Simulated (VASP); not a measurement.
Here is a VASP 6.6.1 calculation.

Contents of INCAR:

```
  PREC = Accurate
  ENCUT = 520
  EDIFF = 1E-6
  ISMEAR = 0
  SIGMA = 0.1
  LREAL = Auto
  LASPH = True
  NELM = 100
  ALGO = Fast
  ISIF = 2
  LWAVE = False
  LCHARG = False
  LDIPOL = True
  IDIPOL = 3
  DIPOL = 0.5 0.5 0.329
  GGA = PE
  NBANDS = 128
```

Contents of KPOINTS:

```
regular mesh
0
Gamma
  4 4 1
```

POSCAR

```
SiW16
1.0
    6.3673983380      0.0000000000      0.0000000000
    0.0000000000      6.3673983380      0.0000000000
    0.0000000000      0.0000000000     20.1425770443
W Si
16 1
Direct
    0.2500000000      0.2500000000      0.1985843217
    0.2500000000      0.7500000000      0.1985843217
    0.7500000000      0.2500000000      0.1985843217
    0.7500000000      0.7500000000      0.1985843217
    0.0000000000      0.0000000000      0.2776134142
    0.0000000000      0.5000000000      0.2776134142
    0.5000000000      0.0000000000      0.2776134142
    0.5000000000      0.5000000000      0.2776134142
    0.2500000000      0.2500000000      0.3599451664
    0.2500000000      0.7500000000      0.3599451664
    0.7500000000      0.2500000000      0.3599451664
    0.7500000000      0.7500000000      0.3599451664
    0.0000000000      0.0000000000      0.4290700751
    0.0000000000      0.5000000000      0.4290700751
    0.5000000000      0.0000000000      0.4290700751
    0.5000000000      0.5000000000      0.4290700751
    0.0000000000      0.1875000000      0.5275191184
```

Potentials or basis: VASP PAW PBE potentials, release 64 (W_sv, Si).

Launch:

```console
$ cat potpaw_PBE.64/W_sv/POTCAR potpaw_PBE.64/Si/POTCAR > POTCAR
$ mpirun -np 1 vasp_std > vasp.out
```

(1) Predict the largest force.

(2) What does it give for the band gap on the k mesh?

Answers

(1) 2.391 eV/Å.

(2) zero (bands 114 and 115 overlap by 0.36 eV).

Caveat: spin-orbit coupling is left out, which moves the levels of the heavy elements.
